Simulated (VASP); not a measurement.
# TaS2 in VASP: single point with PBE

Aim: the single point of TaS2 with PBE.

Program: VASP 6.6.1. These are calculated values, not measurements. Logs are shortened: lines on timing, memory, paths and dates and some standing lists are left out, and cuts for length are marked.

### 1 The cell of the first run

The cell holds a slab with vacuum, 6 atoms: a = 3.282 Å, b = 3.282 Å, c = 30.588 Å, α = 90.00°, β = 90.00°, γ = 60.22°.

### 2 Single point, PBE

Input file INCAR:

```
SYSTEM = TaS2
ALGO = Normal ; DIPOL = 0.5 0.5 0.500
EDIFF = 1E-6 ; ENCUT = 520
GGA = PE ; IDIPOL = 3
ISIF = 2 ; ISMEAR = -1
LASPH = .True. ; LCHARG = .False.
LDIPOL = .True. ; LREAL = .False.
LWAVE = .False. ; NBANDS = 32
NELM = 60 ; PREC = Accurate
SIGMA = 0.05
```

Input file KPOINTS:

```
k-points
0
Gamma
  9 9 1
  0 0 0
```

Input file POSCAR:

```
TaS2
1.0
    3.2823349159      0.0000000000      0.0000000000
    1.6304850471      2.8487262085      0.0000000000
    0.0000000000      0.0000000000     30.5880000000
S Ta
4 2
Direct
    0.2380000000      0.2380000000      0.2451941938
    0.2380000000      0.2380000000      0.3870145155
    0.7380000000      0.7380000000      0.6129854845
    0.7380000000      0.7380000000      0.7548058062
    0.5800000000      0.5800000000      0.3161043546
    0.0800000000      0.0800000000      0.6838956454
```

Potentials or basis: VASP PAW PBE potentials, release 64 (S, Ta_pv).

Started as:

```bash
cat potpaw_PBE.64/S/POTCAR potpaw_PBE.64/Ta_pv/POTCAR > POTCAR
mpirun -np 1 vasp_std > vasp.out
```

OUTCAR:

```text
SYSTEM = TaS2
   EDIFF = 1E-6
   ENCUT = 520
   GGA = PE
   ISIF = 2
   ISMEAR = -1
   LASPH = .True.
   LREAL = .False.
   NELM = 60
   PREC = Accurate

 ion  position               nearest neighbor table
   1  0.238  0.238  0.245-   5 2.87   5 2.87   5 2.91
   2  0.238  0.238  0.387-   5 2.87   5 2.87   5 2.91
   3  0.738  0.738  0.613-   6 2.87   6 2.87   6 2.91
   4  0.738  0.738  0.755-   6 2.87   6 2.87   6 2.91
   5  0.580  0.580  0.316-   1 2.87   1 2.87   2 2.87   2 2.87   1 2.91   2 2.91
   6  0.080  0.080  0.684-   4 2.87   4 2.87   3 2.87   3 2.87   4 2.91   3 2.91

  LATTYP: Found a base centered orthorhombic cell.
 ALAT       =     3.2930000000
 B/A-ratio  =     1.7245672639
 C/A-ratio  =     9.2887944124

  Lattice vectors:

 A1 = (  -1.6304850471,  -2.8487262085,   0.0000000000)
 A2 = (   3.2823349159,   0.0000000000,   0.0000000000)
 A3 = (   0.0000000000,   0.0000000000,  30.5880000000)

Analysis of symmetry for initial positions (statically):
=====================================================================
 Subroutine PRICEL returns:
 Original cell was already a primitive cell.

 Routine SETGRP: Setting up the symmetry group for a
 base centered orthorhombic supercell.

 Subroutine GETGRP returns: Found  4 space group operations
 (whereof  2 operations were pure point group operations)
 out of a pool of  8 trial point group operations.

The static configuration has the point symmetry C_1h.
 The point group associated with its full space group is C_2v.

Analysis of symmetry for dynamics (positions and initial velocities):
=====================================================================
 Subroutine PRICEL returns:
 Original cell was already a primitive cell.

 Routine SETGRP: Setting up the symmetry group for a
 base centered orthorhombic supercell.

 Subroutine GETGRP returns: Found  4 space group operations
 (whereof  2 operations were pure point group operations)
 out of a pool of  8 trial point group operations.

The dynamic configuration has the point symmetry C_1h.
 The point group associated with its full space group is C_2v.

 Subroutine INISYM returns: Found  4 space group operations
 (whereof  2 operations are pure point group operations),
 and found     1 'primitive' translations

----------------------------------------------------------------------------------------

                                     Primitive cell
[... 104 lines left out ...]
   ISIF   =      2    stress and relaxation
   ISYM   =      2    0-nonsym 1-usesym 2-fastsym
   POTIM  = 0.5000    time-step for ionic-motion
   TEBEG  =    0.0;   TEEND  =   0.0 temperature during run
   PSTRESS=    0.0 pullay stress
   NELECT =      46.0000    total number of electrons
   NUPDOWN=      -1.0000    fix difference up-down
   EMIN   =  10.00;   EMAX   =-10.00  energy-range for DOS
   EFERMI =   0.00;   METHOD = LEGACY
   ISMEAR =    -1;   SIGMA  =   0.05  broadening in eV -4-tet -1-fermi 0-gaus
   EFERMI_NEDOS =   21; number of points for ismear=-14 and -15
   IALGO  =     38    algorithm
   IMIX   =      4    mixing-type and parameters
     AMIX     =   0.40;   BMIX     =  1.00
     AMIX_MAG =   1.60;   BMIX_MAG =  1.00
  volume/ion in A,a.u.               =      47.67       321.68
  Fermi-wavevector in a.u.,A,eV,Ry     =   0.890292  1.682408 10.784251  0.792620
  Thomas-Fermi vector in A             =   2.011964
   LORBIT       =      0    0 simple, 1 ext, 2 COOP (PROOUT), +10 PAW based schemes
   GGA     = PE    functional components
   LHFCALC =     F    Hartree Fock is set to
   AEXX    =    0.0000 exact exchange contribution
   IVDW    =     0    specifies the selected vdW correction
   LEPSILON=     F    determine dielectric tensor
   LRPA    =     F    only Hartree local field effects (RPA)
 non-spin polarized calculation
  energy-cutoff  :      520.00
  volume of cell :      286.01
 maximum number of plane-waves:      7766
   NGX = 13   NGY = 13   NGZ =113

 number of electron      46.0000002 magnetization

 dipolmoment           0.000000      0.000000      0.000000 electrons x Angstroem

 Free energy of the ion-electron system (eV)
  ---------------------------------------------------
  ext. energy  EPLUGINS =         0.00000000
  ---------------------------------------------------
  free energy    TOTEN  =       -39.48719075 eV

  energy without entropy =      -39.38818646  energy(sigma->0) =      -39.43768860

 E-fermi :  -1.5264     XC(G=0):  -5.3521

 val. band max:       -1.5337789273   @ k =   0.2222   0.1111   0.0000
 cond. band min:      -1.5051904902   @ k =   0.1111   0.1111   0.0000
 fundamental gap:      0.0285884371
 Fermi energy:        -1.5264498326

 k-point     1 :       0.0000    0.0000    0.0000
  band No.  band energies     occupation
      1     -36.5937      2.00000
      2     -36.5937      2.00000
      3     -36.4180      2.00000
      4     -36.4180      2.00000
      5     -36.4177      2.00000
      6     -36.4177      2.00000
[... 829 lines left out ...]
     31       2.1565      0.00000
     32       2.1565      0.00000

 [... further k-points ...]

------------------------ aborting loop because EDIFF is reached ----------------------------------------

 vacuum level on the upper side and lower side of the slab       (xc-potential included)        -0.192        -0.192

  FORCE on cell =-STRESS in cart. coord.  units (eV):
  Direction    XX          YY          ZZ          XY          YZ          ZX
  --------------------------------------------------------------------------------------
  -------------------------------------------------------------------------------------
  Total      -11.1414696    -11.3323823    -33.6258906      0.1667780      0.0000000      0.0000000
  in kB      -62.4120396    -63.4814904   -188.3647756      0.9342534      0.0000000      0.0000000
  external PRESSURE =    -104.7527685 kB  Pullay stress =       0.0000000 kB

 VOLUME and BASIS-vectors are now :
 -----------------------------------------------------------------------------
  energy-cutoff  :      520.00
  volume of cell :      286.01
      direct lattice vectors                 reciprocal lattice vectors
     3.282334916  0.000000000  0.000000000     0.304661171 -0.174374597  0.000000000
     1.630485047  2.848726209  0.000000000     0.000000000  0.351034086  0.000000000
     0.000000000  0.000000000 30.588000000     0.000000000  0.000000000  0.032692559

 POSITION                                       TOTAL-FORCE (eV/Angst)
 -----------------------------------------------------------------------------------
      1.16925      0.67800      7.50000         0.000427      0.000248      3.870065
      1.16925      0.67800     11.83800         0.000451      0.000261     -3.869860
      3.62566      2.10236     18.75000         0.000451      0.000261      3.869860
      3.62566      2.10236     23.08800         0.000427      0.000248     -3.870065
      2.84944      1.65226      9.66900        -0.000878     -0.000509      0.000170
      0.39303      0.22790     20.91900        -0.000878     -0.000509     -0.000170
 -----------------------------------------------------------------------------------
    total drift:                               -0.000325     -0.000188     -0.000000

  FREE ENERGIE OF THE ION-ELECTRON SYSTEM (eV)
  ---------------------------------------------------
  free  energy   TOTEN  =       -39.4871907517 eV

  energy  without entropy=      -39.3881864567  energy(sigma->0) =      -39.43768860

 vacuum level on the upper side and lower side of the slab         4.232         4.232
```

OSZICAR:

```text
N       E                     dE             d eps       ncg     rms          rms(c)
DAV:   1     0.301759085396E+03    0.30176E+03   -0.21170E+04  1888   0.117E+03
DAV:   2    -0.137062682598E+02   -0.31547E+03   -0.30442E+03  2080   0.249E+02
DAV:   3    -0.430682820072E+02   -0.29362E+02   -0.28476E+02  2024   0.691E+01
DAV:   4    -0.441954697682E+02   -0.11272E+01   -0.11135E+01  2104   0.143E+01
[... 19 lines left out ...]
DAV:  24    -0.394871810200E+02   -0.49025E-05   -0.24355E-07   872   0.186E-03    0.146E-03
DAV:  25    -0.394871861548E+02   -0.51349E-05   -0.35219E-07  1112   0.180E-03    0.827E-04
DAV:  26    -0.394871886519E+02   -0.24971E-05   -0.84985E-08   912   0.104E-03    0.806E-04
DAV:  27    -0.394871901582E+02   -0.15063E-05   -0.73593E-08   912   0.962E-04    0.297E-04
DAV:  28    -0.394871907517E+02   -0.59350E-06   -0.23550E-08   864   0.452E-04
   1 F= -.39487191E+02 E0= -.39437689E+02  d E =-.990043E-01
```

Wall time 2.9 min (1 thread of Intel Xeon Platinum 8559C (Emerald Rapids), shared host); peak memory 0.46 GiB.

What came out:

```
Free energy            : -39.4872 eV
Largest force          : 3.870 eV/Å
Band gap on the k mesh : zero (band 23 reaches -0.88 eV, above the bottom of band 24 at -1.73 eV)
```

Forces on the atoms (eV/Å):
```
S    0.000  0.000  3.870
S    0.000  0.000 -3.870
S    0.000  0.000  3.870
S    0.000  0.000 -3.870
Ta  -0.001 -0.001  0.000
Ta  -0.001 -0.001  0.000
```

Caveat: spin-orbit coupling is left out, which moves the levels of the heavy elements.
